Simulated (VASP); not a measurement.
Runs of VASP 6.6.1 on TaN. The structure is that of space group P6_3/mmc (No. 194), or close to it. The cells are those of the table. 

```csv
task,spin,cell,k mesh,cutoff (eV),gap on the mesh (eV),pressure (GPa)
single point,"collinear, ferromagnetic start","a = 3.048, b = 3.048, c = 4.918 Å, angles 90.0, 90.0, 120.0°, 4 atoms",6 × 6 × 4,520,none,49.9
single point,off,"a = 2.889, b = 2.889, c = 5.861 Å, angles 90.0, 90.0, 120.0°, 4 atoms",18 × 18 × 8,520,none,0.9
relaxation of cell and atoms,off,"relaxed from a = 3.048, b = 3.048, c = 4.918 Å, angles 90.0, 90.0, 120.0°, 4 atoms",6 × 6 × 4,600,none,-0.2
single point,off,"a = 2.890, b = 2.890, c = 5.854 Å, angles 90.0, 90.0, 120.0°, 4 atoms",6 × 6 × 4,520,none,(a)
single point,off,"a = 3.048, b = 3.048, c = 4.918 Å, angles 90.0, 90.0, 120.0°, 4 atoms",6 × 6 × 4,520,none,49.9
```

Alike in all rows: level PBEsol; potentials or basis VASP PAW PBE potentials, release 64 (Ta_pv, N); smearing gaussian 0.1 eV.

Problem. Estimate the missing entries.

Solution. (a) 1.0.

Caveats: some runs use coarse meshes; the PAW data sets were made with another functional, which shifts forces and pressure a little; spin-orbit coupling is left out, which moves the levels of the heavy elements.

A k mesh can miss the band edges, and the runs leave out spin-orbit coupling on Ta.

A gap of «none» marks levels without a gap at the run's occupations.
